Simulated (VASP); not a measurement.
# SiC (P6_3mc) in VASP: a series of runs

SiC is run at these levels: PBE; tasks: single point.

All numbers are computed with VASP 6.6.1; they aren't measurements. Logs are shortened: lines on timing, memory, paths and dates and some standing lists are left out, and cuts for length are marked.

## 1. The cell of the first run

Symmetry: P6_3mc, No. 186, hexagonal system. Conventional cell: a = 3.043 Å, b = 3.043 Å, c = 14.913 Å, α = 90.00°, β = 90.00°, γ = 120.00°. Si (site symmetry 3m) has 4 C at 1.86 to 1.87 Å within 2.5 Å. Si (site symmetry 3m) has 4 C at 1.86 Å within 2.5 Å. Si (site symmetry 3m) has 4 C at 1.86 Å within 2.5 Å. C (site symmetry 3m) has 4 Si at 1.86 to 1.87 Å within 2.5 Å. Within 2.5 Å of C (site symmetry 3m) lie 4 Si at 1.86 Å. Within 2.5 Å of C (site symmetry 3m) lie 4 Si at 1.86 Å.

## 2. Single point, PBE (9.96 Å³/atom)

The input, INCAR:

```
SYSTEM = SiC
  ALGO = Normal
  EDIFF = 1E-6
  ENCUT = 520
  GGA = PE
  ISIF = 2
  ISMEAR = -1
  LASPH = .TRUE.
  LCHARG = .FALSE.
  LREAL = .FALSE.
  LWAVE = .FALSE.
  NBANDS = 36
  NELM = 60
  PREC = Accurate
  SIGMA = 0.02
```

The input, KPOINTS:

```
k-points
0
G
  10 10 2
  0 0 0
```

The input, POSCAR:

```
SiC
1.0
    3.0425322369      0.0000000000      0.0000000000
   -1.5212661184      2.6349102090      0.0000000000
    0.0000000000      0.0000000000     14.9128316747
Si C
6 6
Direct
    0.0000000000      0.0000000000      0.1250484249
    0.0000000000      0.0000000000      0.6250484249
    0.3333333333      0.6666666667      0.2918257749
    0.6666666667      0.3333333333      0.7918257749
    0.3333333333      0.6666666667      0.9583152732
    0.6666666667      0.3333333333      0.4583152732
    0.0000000000      0.0000000000     -0.0003283977
    0.0000000000      0.0000000000      0.4996716023
    0.3333333333      0.6666666667      0.1668332769
    0.6666666667      0.3333333333      0.6668332769
    0.3333333333      0.6666666667      0.8333056478
    0.6666666667      0.3333333333      0.3333056478
```

Potentials or basis: VASP PAW PBE potentials, release 64 (Si, C).

On the command line:

```
$ cat potpaw_PBE.64/Si/POTCAR potpaw_PBE.64/C/POTCAR > POTCAR
$ mpirun -np 1 vasp_std > vasp.out
```

OUTCAR:

```text
SYSTEM = SiC
   EDIFF = 1E-6
   ENCUT = 520
   GGA = PE
   ISIF = 2
   ISMEAR = -1
   LASPH = .TRUE.
   LREAL = .FALSE.
   NELM = 60
   PREC = Accurate

 ion  position               nearest neighbor table
   1  0.000  0.000  0.125-   9 1.86   9 1.86   9 1.86   7 1.87   5 3.04   5 3.04   5 3.04   3 3.04
                             3 3.04   3 3.04
   2  0.000  0.000  0.625-  10 1.86  10 1.86  10 1.86   8 1.87   6 3.04   6 3.04   6 3.04   4 3.04
                             4 3.04   4 3.04
   3  0.333  0.667  0.292-  12 1.86  12 1.86  12 1.86   9 1.86   6 3.04   6 3.04   6 3.04   1 3.04
                             1 3.04   1 3.04
   4  0.667  0.333  0.792-  11 1.86  11 1.86  11 1.86  10 1.86   5 3.04   5 3.04   5 3.04   2 3.04
                             2 3.04   2 3.04
   5  0.333  0.667  0.958-   7 1.86   7 1.86   7 1.86  11 1.86   4 3.04   4 3.04   4 3.04   1 3.04
                             1 3.04   1 3.04
   6  0.667  0.333  0.458-   8 1.86   8 1.86   8 1.86  12 1.86   3 3.04   3 3.04   3 3.04   2 3.04
                             2 3.04   2 3.04
   7  0.000  0.000  1.000-   5 1.86   5 1.86   5 1.86   1 1.87
   8  0.000  0.000  0.500-   6 1.86   6 1.86   6 1.86   2 1.87
   9  0.333  0.667  0.167-   1 1.86   1 1.86   1 1.86   3 1.86
  10  0.667  0.333  0.667-   2 1.86   2 1.86   2 1.86   4 1.86
  11  0.333  0.667  0.833-   4 1.86   4 1.86   4 1.86   5 1.86
  12  0.667  0.333  0.333-   3 1.86   3 1.86   3 1.86   6 1.86

  LATTYP: Found a hexagonal cell.
 ALAT       =     3.0425322369
 C/A-ratio  =     4.9014539579

  Lattice vectors:

 A1 = (   3.0425322369,   0.0000000000,   0.0000000000)
 A2 = (  -1.5212661184,   2.6349102090,   0.0000000000)
 A3 = (   0.0000000000,   0.0000000000,  14.9128316747)

Analysis of symmetry for initial positions (statically):
=====================================================================
 Subroutine PRICEL returns:
 Original cell was already a primitive cell.

 Routine SETGRP: Setting up the symmetry group for a
 hexagonal supercell.

 Subroutine GETGRP returns: Found 12 space group operations
 (whereof  6 operations were pure point group operations)
 out of a pool of 24 trial point group operations.

The static configuration has the point symmetry C_3v.
 The point group associated with its full space group is C_6v.

Analysis of symmetry for dynamics (positions and initial velocities):
=====================================================================
 Subroutine PRICEL returns:
 Original cell was already a primitive cell.

 Routine SETGRP: Setting up the symmetry group for a
 hexagonal supercell.

 Subroutine GETGRP returns: Found 12 space group operations
 (whereof  6 operations were pure point group operations)
 out of a pool of 24 trial point group operations.

The dynamic configuration has the point symmetry C_3v.
 The point group associated with its full space group is C_6v.

 Subroutine INISYM returns: Found 12 space group operations
 (whereof  6 operations are pure point group operations),
 and found     1 'primitive' translations

----------------------------------------------------------------------------------------

                                     Primitive cell

  volume of cell :     119.5532

  direct lattice vectors                    reciprocal lattice vectors
     3.042532237  0.000000000  0.000000000     0.328673592  0.189759787  0.000000000
    -1.521266118  2.634910209  0.000000000     0.000000000  0.379519574  0.000000000
     0.000000000  0.000000000 14.912831675     0.000000000  0.000000000  0.067056346

  length of vectors
     3.042532237  3.042532237 14.912831675     0.379519574  0.379519574  0.067056346

  position of ions in fractional coordinates (direct lattice)
     0.000000000  0.000000000  0.125048425
     0.000000000  0.000000000  0.625048425
     0.333333333  0.666666667  0.291825775
     0.666666667  0.333333333  0.791825775
     0.333333333  0.666666667  0.958315273
     0.666666667  0.333333333  0.458315273
     0.000000000  0.000000000  0.999671602
     0.000000000  0.000000000  0.499671602
     0.333333333  0.666666667  0.166833277
     0.666666667  0.333333333  0.666833277
     0.333333333  0.666666667  0.833305648
     0.666666667  0.333333333  0.333305648

  ion indices of the primitive-cell ions
   primitive index   ion index
                 1           1
                 2           2
                 3           3
                 4           4
                 5           5
                 6           6
                 7           7
                 8           8
                 9           9
                10          10
                11          11
                12          12

----------------------------------------------------------------------------------------

 KPOINTS: k-points

Automatic generation of k-mesh.
 Grid dimensions read from file:
 generate k-points for:   10   10    2

 Generating k-lattice:

  Cartesian coordinates                     Fractional coordinates (reciprocal lattice)
     0.032867359  0.018975979  0.000000000     0.100000000 -0.000000000  0.000000000
     0.000000000  0.037951957  0.000000000     0.000000000  0.100000000  0.000000000
     0.000000000  0.000000000  0.033528173     0.000000000  0.000000000  0.500000000

  Length of vectors
     0.037951957  0.037951957  0.033528173

  Shift w.r.t. Gamma in fractional coordinates (k-lattice)
     0.000000000  0.000000000  0.000000000

 Subroutine IBZKPT returns following result:
 ===========================================

 Found     28 irreducible k-points:

 Following reciprocal coordinates:
            Coordinates               Weight
  0.000000  0.000000  0.000000      1.000000
  0.100000  0.000000  0.000000      6.000000
  0.200000  0.000000  0.000000      6.000000
  0.300000  0.000000  0.000000      6.000000
  0.400000  0.000000  0.000000      6.000000
  0.500000  0.000000  0.000000      3.000000
[... 16 lines left out ...]
  0.300000  0.100000  0.500000     12.000000
  0.400000  0.100000  0.500000     12.000000
 [... further k-points ...]
   k-points           NKPTS =     28   k-points in BZ     NKDIM =     28   number of bands    NBANDS=     36
   number of dos      NEDOS =    301   number of ions     NIONS =     12
   total plane-waves  NPLWV =  64512
   dimension x,y,z NGX =    24 NGY =   24 NGZ =  112
   dimension x,y,z NGXF=    48 NGYF=   48 NGZF=  224
   ions per type =               6   6
   NGX,Y,Z   is equivalent  to a cutoff of  13.11, 13.11, 12.49 a.u.
   NGXF,Y,Z  is equivalent  to a cutoff of  26.23, 26.23, 24.97 a.u.
 SYSTEM =  SiC
   PREC   = accura    normal or accurate (medium, high low for compatibility)
   ISTART =      0    job   : 0-new  1-cont  2-samecut
   ICHARG =      2    charge: 1-file 2-atom 10-const
   ISPIN  =      1    spin polarized calculation?
   LNONCOLLINEAR =      F non collinear calculations
   LSORBIT =      F    spin-orbit coupling
   LASPH  =      T    aspherical Exc in radial PAW
   ENCUT  =  520.0 eV  38.22 Ry    6.18 a.u.   5.66  5.66 27.73*2*pi/ulx,y,z
   NELM   =     60;   NELMIN=  2; NELMDL= -5     # of ELM steps
   EDIFF  = 0.1E-05   stopping-criterion for ELM
   LREAL  =      F    real-space projection
   EDIFFG = 0.1E-04   stopping-criterion for IOM
   NSW    =      0    number of steps for IOM
   IBRION =     -1    ionic relax: 0-MD 1-quasi-New 2-CG
   NFREE  =      0    steps in history (QN), initial steepest desc. (CG)
   ISIF   =      2    stress and relaxation
   ISYM   =      2    0-nonsym 1-usesym 2-fastsym
   POTIM  = 0.5000    time-step for ionic-motion
   TEBEG  =    0.0;   TEEND  =   0.0 temperature during run
   PSTRESS=    0.0 pullay stress
   NELECT =      48.0000    total number of electrons
   NUPDOWN=      -1.0000    fix difference up-down
   EMIN   =  10.00;   EMAX   =-10.00  energy-range for DOS
   EFERMI =   0.00;   METHOD = LEGACY
   ISMEAR =    -1;   SIGMA  =   0.02  broadening in eV -4-tet -1-fermi 0-gaus
   EFERMI_NEDOS =   21; number of points for ismear=-14 and -15
   IALGO  =     38    algorithm
   IMIX   =      4    mixing-type and parameters
     AMIX     =   0.40;   BMIX     =  1.00
     AMIX_MAG =   1.60;   BMIX_MAG =  1.00
  volume/ion in A,a.u.               =       9.96        67.23
  Fermi-wavevector in a.u.,A,eV,Ry     =   1.207725  2.282270 19.845467  1.458601
  Thomas-Fermi vector in A             =   2.343355
   LORBIT       =      0    0 simple, 1 ext, 2 COOP (PROOUT), +10 PAW based schemes
   GGA     = PE    functional components
   LHFCALC =     F    Hartree Fock is set to
   AEXX    =    0.0000 exact exchange contribution
   IVDW    =     0    specifies the selected vdW correction
   LEPSILON=     F    determine dielectric tensor
   LRPA    =     F    only Hartree local field effects (RPA)
 non-spin polarized calculation
  energy-cutoff  :      520.00
  volume of cell :      119.55
 maximum number of plane-waves:      3252
 NGX is ok and might be reduce to    24
   NGX = 11   NGY = 11   NGZ = 55

 number of electron      47.9999996 magnetization

 Free energy of the ion-electron system (eV)
  ---------------------------------------------------
  ext. energy  EPLUGINS =         0.00000000
  ---------------------------------------------------
  free energy    TOTEN  =       -90.13620611 eV

  energy without entropy =      -90.13620611  energy(sigma->0) =      -90.13620611

 E-fermi :   9.0236     XC(G=0): -11.5201

 val. band max:        8.5808059116   @ k =   0.0000   0.0000   0.0000
 cond. band min:      10.5989479550   @ k =   0.5000   0.0000   0.0000
 fundamental gap:      2.0181420434
 Fermi energy:         9.0236055317

 k-point     1 :       0.0000    0.0000    0.0000
  band No.  band energies     occupation
      1      -7.1740      2.00000
      2      -6.6367      2.00000
      3      -6.5977      2.00000
      4      -5.0516      2.00000
      5      -5.0212      2.00000
      6      -3.4567      2.00000
[... 28 lines left out ...]
     35      16.2323      0.00000
     36      16.2448      0.00000

 k-point     2 :       0.1000    0.0000    0.0000
  band No.  band energies     occupation
      1      -6.9953      2.00000
      2      -6.4607      2.00000
      3      -6.4210      2.00000
      4      -4.8843      2.00000
      5      -4.8535      2.00000
      6      -3.3070      2.00000
[... 28 lines left out ...]
     35      16.2271      0.00000
     36      16.2747      0.00000

 k-point     3 :       0.2000    0.0000    0.0000
  band No.  band energies     occupation
      1      -6.4655      2.00000
      2      -5.9398      2.00000
      3      -5.8981      2.00000
      4      -4.3938      2.00000
      5      -4.3620      2.00000
      6      -2.8789      2.00000
[... 28 lines left out ...]
     35      16.7542      0.00000
     36      17.0946      0.00000
[... 742 lines left out ...]
 k-point    23 :       0.3000    0.1000    0.5000
  band No.  band energies     occupation
      1      -4.8250      2.00000
      2      -4.8250      2.00000
      3      -3.8431      2.00000
      4      -3.8431      2.00000
      5      -2.3120      2.00000
      6      -2.3120      2.00000
[... 28 lines left out ...]
     35      16.5075      0.00000
     36      16.5075      0.00000

 k-point    24 :       0.4000    0.1000    0.5000
  band No.  band energies     occupation
      1      -3.7110      2.00000
      2      -3.7110      2.00000
      3      -2.9874      2.00000
      4      -2.9874      2.00000
      5      -2.1125      2.00000
      6      -2.1125      2.00000
[... 28 lines left out ...]
     35      16.3443      0.00000
     36      16.3443      0.00000

 [... further k-points ...]

------------------------ aborting loop because EDIFF is reached ----------------------------------------

  FORCE on cell =-STRESS in cart. coord.  units (eV):
  Direction    XX          YY          ZZ          XY          YZ          ZX
  --------------------------------------------------------------------------------------
  -------------------------------------------------------------------------------------
  Total        9.0361113      9.0361113      9.4221554      0.0000000      0.0000000      0.0000000
  in kB      121.0963437    121.0963437    126.2698665      0.0000000      0.0000000      0.0000000
  external PRESSURE =     122.8208513 kB  Pullay stress =       0.0000000 kB

 VOLUME and BASIS-vectors are now :
 -----------------------------------------------------------------------------
  energy-cutoff  :      520.00
  volume of cell :      119.55
      direct lattice vectors                 reciprocal lattice vectors
     3.042532237  0.000000000  0.000000000     0.328673592  0.189759787  0.000000000
    -1.521266118  2.634910209  0.000000000     0.000000000  0.379519574  0.000000000
     0.000000000  0.000000000 14.912831675     0.000000000  0.000000000  0.067056346

 POSITION                                       TOTAL-FORCE (eV/Angst)
 -----------------------------------------------------------------------------------
      0.00000      0.00000      1.86483        -0.000000     -0.000000     -0.006865
      0.00000      0.00000      9.32124        -0.000000      0.000000     -0.006865
     -0.00000      1.75661      4.35195         0.000000     -0.000000      0.012518
      1.52127      0.87830     11.80836        -0.000000      0.000000      0.012518
     -0.00000      1.75661     14.29119         0.000000      0.000000      0.011987
      1.52127      0.87830      6.83478        -0.000000     -0.000000      0.011987
      0.00000      0.00000     14.90793        -0.000000      0.000000      0.003476
      0.00000      0.00000      7.45152         0.000000     -0.000000      0.003476
     -0.00000      1.75661      2.48796         0.000000     -0.000000     -0.012760
      1.52127      0.87830      9.94437        -0.000000      0.000000     -0.012760
     -0.00000      1.75661     12.42695        -0.000000      0.000000     -0.008356
      1.52127      0.87830      4.97053         0.000000     -0.000000     -0.008356
 -----------------------------------------------------------------------------------
    total drift:                               -0.000000     -0.000000      0.000236

  FREE ENERGIE OF THE ION-ELECTRON SYSTEM (eV)
  ---------------------------------------------------
  free  energy   TOTEN  =       -90.1362061079 eV

  energy  without entropy=      -90.1362061079  energy(sigma->0) =      -90.13620611
```

Wall time 81 s (1 thread of AMD EPYC 9R45 (Zen 5), shared host); peak memory 0.25 GiB.

What came out:

```
Free energy            : -90.1362 eV
Pressure               : 12.3 GPa
Largest force          : 0.013 eV/Å
Band gap on the k mesh : 2.02 eV (least direct gap 3.12 eV)
```

Forces on the atoms (eV/Å):
```
Si   0.000  0.000 -0.007
Si   0.000  0.000 -0.007
Si   0.000  0.000  0.013
Si   0.000  0.000  0.013
Si   0.000  0.000  0.012
Si   0.000  0.000  0.012
C    0.000  0.000  0.003
C    0.000  0.000  0.003
C    0.000  0.000 -0.013
C    0.000  0.000 -0.013
C    0.000  0.000 -0.008
C    0.000  0.000 -0.008
```

Stress tensor (GPa, compression positive):
```
12.11  0.00  0.00
 0.00 12.11  0.00
 0.00  0.00 12.63
```

Caveat: the cell stands under pressure. A k mesh can miss the band edges.

## 3. Single point, PBE (z stretched by -1 %, then relaxed in part)

The input, INCAR:

```
  ALGO = Normal
  EDIFF = 1E-7
  ENCUT = 520
  GGA = PE
  ISIF = 2
  ISMEAR = -1
  LASPH = True
  LCHARG = False
  LREAL = False
  LWAVE = False
  NBANDS = 36
  NELM = 80
  PREC = Accurate
  SIGMA = 0.02
```

The input, KPOINTS:

```
k-points
0
Gamma
  10 10 2
```

The input, POSCAR:

```
SiC
1.0
    3.0950000000      0.0000000000      0.0000000000
   -1.5475000000      2.6803486247      0.0000000000
    0.0000000000      0.0000000000     15.0183000000
Si C
6 6
Direct
    0.0000000000      0.0000000000      0.1252218972
    0.0000000000      0.0000000000      0.6252218972
    0.3333333333      0.6666666667      0.2920099309
    0.6666666667      0.3333333333      0.7920099309
    0.3333333333      0.6666666667      0.9585147730
    0.6666666667      0.3333333333      0.4585147730
    0.0000000000      0.0000000000     -0.0005096810
    0.0000000000      0.0000000000      0.4994903190
    0.3333333333      0.6666666667      0.1666423631
    0.6666666667      0.3333333333      0.6666423631
    0.3333333333      0.6666666667      0.8331207168
    0.6666666667      0.3333333333      0.3331207168
```

Potentials or basis: VASP PAW PBE potentials, release 64 (Si, C).

On the command line:

```
$ cat potpaw_PBE.64/Si/POTCAR potpaw_PBE.64/C/POTCAR > POTCAR
$ mpirun -np 1 vasp_std > vasp.out
```

Wall time 94 s (1 thread of AMD EPYC 9R45 (Zen 5), shared host); peak memory 0.26 GiB.

The run converged. Its results:

```
Free energy            : -90.3472 eV
Pressure               : 2.4 GPa
Largest force          : 0.005 eV/Å
Band gap on the k mesh : 2.00 eV (least direct gap 3.13 eV)
```

Forces in eV/Å, atoms in the order of the input:
```
Si   0.000  0.000 -0.004
Si   0.000  0.000 -0.004
Si   0.000  0.000  0.005
Si   0.000  0.000  0.005
Si   0.000  0.000  0.000
Si   0.000  0.000  0.000
C    0.000  0.000 -0.002
C    0.000  0.000 -0.002
C    0.000  0.000  0.001
C    0.000  0.000  0.001
C    0.000  0.000  0.001
C    0.000  0.000  0.001
```

Stress tensor (GPa, compression positive):
```
0.55 0.00 0.00
0.00 0.55 0.00
0.00 0.00 6.00
```

Levels at points of the mesh, in eV from the valence-band top:
| k point | band 20 | band 21 | band 22 | band 23 | band 24 | band 25 | band 26 | band 27 | band 28 | band 29 |
| --- | --- | --- | --- | --- | --- | --- | --- | --- | --- | --- |
| (0.00, 0.00, 0.00) | -0.38 | -0.38 | -0.07 | -0.07 | 0.00 | 4.94 | 5.12 | 5.55 | 6.06 | 6.26 |
| (0.50, 0.00, 0.00) | -2.25 | -1.87 | -1.84 | -1.65 | -1.14 | 2.00 | 2.14 | 3.12 | 3.88 | 4.56 |
| (0.00, 0.00, 0.50) | -0.71 | -0.17 | -0.17 | -0.17 | -0.17 | 5.01 | 5.01 | 5.78 | 5.78 | 6.50 |
| (0.50, 0.00, 0.50) | -2.43 | -1.70 | -1.70 | -1.35 | -1.35 | 2.02 | 2.02 | 3.36 | 3.36 | 4.79 |

Caveat: the cell differs from its parent crystal (z stretched by -1 %, then relaxed in part). A k mesh can miss the band edges.

(Part 1 of 2 ends here.)
